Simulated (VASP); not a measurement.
# AlAs4 (P-3m1) in VASP: notebook, part 2 of 2

VASP 6.6.1. Earlier steps stand in the parts before.

**3. Relaxation of cell and atoms, PBE**

This run uses another cell than the first one, of 21.18 Å³/atom.

The input, INCAR:

```
SYSTEM = AlAs4
PREC     = Accurate       ! precision mode
ENCUT    = 600            ! plane-wave cutoff, eV
EDIFF    = 1E-7           ! SCF threshold, eV
ISMEAR   = 0              ! smearing method
SIGMA    = 0.2            ! smearing width, eV
LREAL    = .False.        ! projectors in reciprocal space
LASPH    = .True.         ! aspherical terms in the spheres
NELM     = 60             ! most SCF steps
ALGO     = Normal         ! electronic algorithm
ISIF     = 3              ! what is computed and relaxed
LWAVE    = .False.        ! write WAVECAR
LCHARG   = .False.        ! write CHGCAR
GGA      = PE             ! functional
IBRION   = 2              ! ionic algorithm
NSW      = 36             ! ionic steps
EDIFFG   = -0.08          ! ionic threshold
```

The input, KPOINTS:

```
Automatic mesh
0
Gamma
  5 5 1
  0 0 0
```

The input, POSCAR:

```
AlAs4
1.0
    3.8500000000      0.0000000000      0.0000000000
   -1.9250000000      3.3341978000      0.0000000000
    0.0000000000      0.0000000000     16.5000000000
Al As
2 8
Direct
    0.3333333300      0.6666666700      0.0740000000
    0.6666666700      0.3333333300      0.9260000000
    0.6666666700      0.3333333300      0.0800000000
    0.3333333300      0.6666666700      0.9200000000
    0.0000000000      0.0000000000      0.2330000000
    0.3333333300      0.6666666700      0.3120000000
    0.6666666700      0.3333333300      0.4610000000
    0.3333333300      0.6666666700      0.5390000000
    0.0000000000      0.0000000000      0.7670000000
    0.6666666700      0.3333333300      0.6880000000
```

Potentials or basis: VASP PAW PBE potentials, release 64 (Al, As).

Command:

```sh
$ cat potpaw_PBE.64/Al/POTCAR potpaw_PBE.64/As/POTCAR > POTCAR
$ mpirun -np 1 vasp_std > vasp.out
```

OUTCAR:

```text
SYSTEM = AlAs4
   PREC = Accurate
   ENCUT = 600
   EDIFF = 1E-7
   ISMEAR = 0
   LREAL = .False.
   LASPH = .True.
   NELM = 60
   ISIF = 3
   GGA = PE
   IBRION = 2
   NSW = 36
   EDIFFG = -0.08

 ion  position               nearest neighbor table
   1  0.333  0.667  0.074-   3 2.23   3 2.23   3 2.23   4 2.54   2 3.30   2 3.30   2 3.30
   2  0.667  0.333  0.926-   4 2.23   4 2.23   4 2.23   3 2.54   1 3.30   1 3.30   1 3.30
   3  0.667  0.333  0.080-   1 2.23   1 2.23   1 2.23   2 2.54
   4  0.333  0.667  0.920-   2 2.23   2 2.23   2 2.23   1 2.54
   5  0.000  0.000  0.233-   6 2.58   6 2.58   6 2.58
   6  0.333  0.667  0.312-   5 2.58   5 2.58   5 2.58
   7  0.667  0.333  0.461-   8 2.57   8 2.57   8 2.57
   8  0.333  0.667  0.539-   7 2.57   7 2.57   7 2.57
   9  0.000  0.000  0.767-  10 2.58  10 2.58  10 2.58
  10  0.667  0.333  0.688-   9 2.58   9 2.58   9 2.58

  LATTYP: Found a hexagonal cell.
 ALAT       =     3.8500000000
 C/A-ratio  =     4.2857142857

  Lattice vectors:

 A1 = (   3.8500000000,   0.0000000000,   0.0000000000)
 A2 = (  -1.9250000000,   3.3341978000,   0.0000000000)
 A3 = (   0.0000000000,   0.0000000000,  16.5000000000)

Analysis of symmetry for initial positions (statically):
=====================================================================
 Subroutine PRICEL returns:
 Original cell was already a primitive cell.

 Routine SETGRP: Setting up the symmetry group for a
 hexagonal supercell.

 Subroutine GETGRP returns: Found 12 space group operations
 (whereof 12 operations were pure point group operations)
[... 163 lines left out ...]

 E-fermi :   5.4470     XC(G=0):  -9.7493

 val. band max:        5.2512548740   @ k =   0.2000   0.0000   0.0000
 cond. band min:       5.5167611756   @ k =   0.0000   0.0000   0.0000
 fundamental gap:      0.2655063016
 Fermi energy:         5.4470432862

 k-point     1 :       0.0000    0.0000    0.0000
  band No.  band energies     occupation
      1      -9.0343      2.00000
      2      -8.6307      2.00000
      3      -8.4892      2.00000
      4      -7.9800      2.00000
      5      -6.9513      2.00000
      6      -3.4781      2.00000
[... 274 lines left out ...]
  FREE ENERGIE OF THE ION-ELECTRON SYSTEM (eV)
  ---------------------------------------------------
  free  energy   TOTEN  =       -44.3072829395 eV

  energy  without entropy=      -44.2856790259  energy(sigma->0) =      -44.29648098

[... ionic steps 4 to 23 ...]

--------------------------------------- Ionic step       24  -------------------------------------------

 number of electron      46.0000001 magnetization

------------------------ aborting loop because EDIFF is reached ----------------------------------------
[... 83 lines left out ...]
--------------------------------------- Ionic step       26  -------------------------------------------

 number of electron      46.0000001 magnetization

 Free energy of the ion-electron system (eV)
  ---------------------------------------------------
  ext. energy  EPLUGINS =         0.00000000
  ---------------------------------------------------
  free energy    TOTEN  =       -45.52906725 eV

  energy without entropy =      -45.51825486  energy(sigma->0) =      -45.52366105

 E-fermi :   3.9626     XC(G=0):  -9.0393

 val. band max:        3.6979199048   @ k =   0.2000   0.0000   0.0000
 cond. band min:       4.2179838412   @ k =   0.4000  -0.0000   0.0000
 fundamental gap:      0.5200639364
 Fermi energy:         3.9626318513

 k-point     1 :       0.0000    0.0000    0.0000
  band No.  band energies     occupation
      1      -9.7798      2.00000
      2      -9.5726      2.00000
      3      -9.4333      2.00000
      4      -9.0285      2.00000
      5      -7.9180      2.00000
      6      -4.4501      2.00000
[... 186 lines left out ...]
  FREE ENERGIE OF THE ION-ELECTRON SYSTEM (eV)
  ---------------------------------------------------
  free  energy   TOTEN  =       -45.5290672488 eV

  energy  without entropy=      -45.5182548608  energy(sigma->0) =      -45.52366105

 reached required accuracy - stopping structural energy minimisation
```

OSZICAR:

```text
N       E                     dE             d eps       ncg     rms          rms(c)
DAV:   1     0.204766092219E+03    0.20477E+03   -0.19685E+04   290   0.149E+03
DAV:   2    -0.260404547201E+02   -0.23081E+03   -0.22231E+03   368   0.203E+02
DAV:   3    -0.441630247499E+02   -0.18123E+02   -0.17879E+02   391   0.567E+01
[... 305 lines left out ...]
DAV:   4    -0.455290688288E+02    0.14408E-03   -0.52726E-04   351   0.971E-02    0.174E-02
DAV:   5    -0.455290673086E+02    0.15202E-05   -0.51510E-05   375   0.291E-02    0.143E-02
DAV:   6    -0.455290677915E+02   -0.48290E-06   -0.47927E-06   362   0.104E-02    0.588E-03
DAV:   7    -0.455290671962E+02    0.59530E-06   -0.32650E-06   396   0.924E-03    0.143E-03
DAV:   8    -0.455290672488E+02   -0.52606E-07   -0.44817E-07   315   0.299E-03
  26 F= -.45529067E+02 E0= -.45523661E+02  d E =-.170219E-02
```

CONTCAR:

```text
AlAs4
   1.00000000000000
     3.8718436919630363   -0.0000000000000000    0.0000000000000000
    -1.9359218459815182    3.3531149921597327   -0.0000000000000000
    -0.0000000000000000   -0.0000000000000000   19.0245977861760309
  Al              As
     2     8
Direct
     0.3333333300000021    0.6666666699999979    0.0461091359117944
     0.6666666699999979    0.3333333300000021    0.9538908640882057
     0.6666666699999979    0.3333333300000021    0.0957427941059819
     0.3333333300000021    0.6666666699999979    0.9042572058940180
     0.0000000000000000    0.0000000000000000    0.2503444059601723
     0.3333333300000021    0.6666666699999979    0.3183641000879547
     0.6666666699999979    0.3333333300000021    0.4658919818190872
     0.3333333300000021    0.6666666699999979    0.5341080181809127
     1.0000000000000000    1.0000000000000000    0.7496555940398276
     0.6666666699999979    0.3333333300000021    0.6816358999120455

  0.00000000E+00  0.00000000E+00  0.00000000E+00
  0.00000000E+00  0.00000000E+00  0.00000000E+00
  0.00000000E+00  0.00000000E+00  0.00000000E+00
  0.00000000E+00  0.00000000E+00  0.00000000E+00
  0.00000000E+00  0.00000000E+00  0.00000000E+00
  0.00000000E+00  0.00000000E+00  0.00000000E+00
  0.00000000E+00  0.00000000E+00  0.00000000E+00
  0.00000000E+00  0.00000000E+00  0.00000000E+00
  0.00000000E+00  0.00000000E+00  0.00000000E+00
  0.00000000E+00  0.00000000E+00  0.00000000E+00
```

It took 23 min on 1 thread of AMD EPYC 7R43 (Zen 3), shared host; peak memory 0.34 GiB.

Results:

```yaml
Free_energy: -45.5291 eV
Relaxed_volume: 24.70 Å³/atom
Relaxed_cell: a = 3.872 Å, b = 3.872 Å, c = 19.025 Å, α = 90.00°, β = 90.00°, γ = 120.00°
Space_group_after_relaxing_to_0.1_Å: P-3m1 (No. 164)
Energy_gained_by_relaxing: 213.7 meV/atom
Ionic_steps: 26
Pressure_after_relaxing: -0.1 GPa
Largest_force_after_relaxing: 0.060 eV/Å
Band_gap_on_the_k_mesh: 0.52 eV (least direct gap 0.79 eV)
```

Forces in eV/Å, atoms in the order of the input:
```
Al   0.000  0.000  0.031
Al   0.000  0.000 -0.031
As   0.000  0.000 -0.059
As   0.000  0.000  0.059
As   0.000  0.000  0.031
As   0.000  0.000  0.060
As   0.000  0.000 -0.017
As   0.000  0.000  0.017
As   0.000  0.000 -0.031
As   0.000  0.000 -0.060
```

The path:
```csv
step,energy change (eV),largest force (eV/Å),pressure (GPa),volume (Å³)
1,0.0000,1.6723,10.03,211.80
2,-0.7014,0.8648,-4.15,255.01
3,-0.9152,0.8220,-0.52,239.27
4,-1.0689,0.7671,-0.36,239.70
5,-1.1768,0.6557,-0.03,240.44
6,-1.3240,0.8172,-0.11,240.59
7,-1.6831,0.8390,-0.55,240.89
8,-0.7003,2.2479,-1.98,240.76
9,-1.7181,0.7151,-0.87,240.94
10,-1.8900,0.7261,-0.22,234.39
11,-1.8913,0.7508,-0.17,233.80
12,-1.9913,0.4508,0.38,231.66
13,-2.0320,0.1362,1.19,229.16
14,-2.0317,0.3677,-1.02,238.09
15,-2.0513,0.2515,0.04,233.54
16,-2.0779,0.1436,-0.06,235.88
17,-2.0975,0.2453,-0.17,240.11
18,-2.1139,0.1032,0.31,240.43
19,-2.1146,0.1210,0.43,240.49
20,-2.1238,0.2066,-0.15,244.01
21,-2.1239,0.2174,-0.19,244.30
22,-2.1308,0.0879,-0.02,245.46
23,-2.1308,0.0941,-0.01,245.52
24,-2.1336,0.0802,0.06,245.73
25,-2.1353,0.1218,0.16,246.04
26,-2.1370,0.0598,-0.07,246.99
```

Final structure:
```yaml
crystal:
  lattice:
    - [3.87184, 0.00000, 0.00000]
    - [-1.93592, 3.35311, 0.00000]
    - [0.00000, 0.00000, 19.02460]
  atoms:
    - { symbol: Al, position: [0.33333, 0.66667, 0.04611] }
    - { symbol: Al, position: [0.66667, 0.33333, 0.95389] }
    - { symbol: As, position: [0.66667, 0.33333, 0.09574] }
    - { symbol: As, position: [0.33333, 0.66667, 0.90426] }
    - { symbol: As, position: [0.00000, 0.00000, 0.25034] }
    - { symbol: As, position: [0.33333, 0.66667, 0.31836] }
    - { symbol: As, position: [0.66667, 0.33333, 0.46589] }
    - { symbol: As, position: [0.33333, 0.66667, 0.53411] }
    - { symbol: As, position: [0.00000, 0.00000, 0.74966] }
    - { symbol: As, position: [0.66667, 0.33333, 0.68164] }
```

Caveat: the volume moved by over 15 % at a fixed basis, so the end points are rough; an odd mesh through Γ misses points on the zone boundary, where band edges can lie; this functional lacks dispersion, which binds the layers, so the pressure and a relaxed spacing across them are unreliable; the relaxation stopped at a loose force limit of 0.08 eV/Å, so its end isn't a converged minimum.
